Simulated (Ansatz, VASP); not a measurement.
Two plane-wave programs on Hg

Contents of INCAR:

```
PREC = Accurate
ENCUT = 520
EDIFF = 1E-6
ISMEAR = 0
SIGMA = 0.15
LREAL = F
LASPH = T
NELM = 80
ALGO = Fast
ISIF = 2
LWAVE = F
LCHARG = F
GGA = PS
IVDW = 12
NBANDS = 19
```

Contents of KPOINTS:

```
Automatic mesh
0
Gamma
  18 18 10
```

File POSCAR:

```
Hg
1.0
    3.2577219221      0.0000000000      0.0000000000
   -1.6288609611      2.8212699430      0.0000000000
    0.0000000000      0.0000000000      5.1178811397
Hg
2
Direct
    0.6666666667      0.3333333333      0.7500000000
    0.3333333333      0.6666666667      0.2500000000
```

Input for Ansatz:

```yaml
crystal:
  lattice:
    - [3.2577219221, 0.0, 0.0]
    - [-1.6288609611, 2.821269943, 0.0]
    - [0.0, 0.0, 5.1178811397]
  atoms:
    - { symbol: Hg, position: [0.6666666667, 0.3333333333, 0.75] }
    - { symbol: Hg, position: [0.3333333333, 0.6666666667, 0.25] }
basis:
  ecutwfc: 420
kpoints:
  mp_grid: { grid: [18, 18, 10] }
hamiltonian:
  xc: pbesol
  dispersion: d3bj
scf:
  occupations: { method: gaussian, width: 0.15 }
output:
  forces: true
  stress: true
  eigenvalues: true
```

Alike in both runs: task single point; functional PBEsol; dispersion D3(BJ); k mesh 18 × 18 × 10; occupations gaussian, width 0.15 eV; no spin polarisation.

|  | VASP | Ansatz |
| --- | --- | --- |
| version | VASP 6.6.1 | Ansatz 0.2.0 |
| potentials or method | VASP PAW PBE potentials, release 64 (Hg), cutoff 520 eV | scalar-relativistic, plane waves, PAW |
| valence electrons in the cell | 24 | 40 |

Ansatz gave:

- gap on the k mesh at the Fermi level (eV): none
- pressure (GPa): -2.7
- traceless stress, the component that is largest in VASP (GPa): -0.10

Estimate VASP's values.

gap on the k mesh at the Fermi level (eV): none; pressure (GPa): -2.4; traceless stress, the component that is largest in VASP (GPa): -0.07.

VASP's potentials were made for PBE, not for PBEsol. A gap of «none» marks a metal or a gap that the smearing closes. VASP's potentials hold 24 valence electrons a cell and Ansatz's 40, so a difference there can come from the potentials and not from the codes.

Spin-orbit coupling is off throughout.
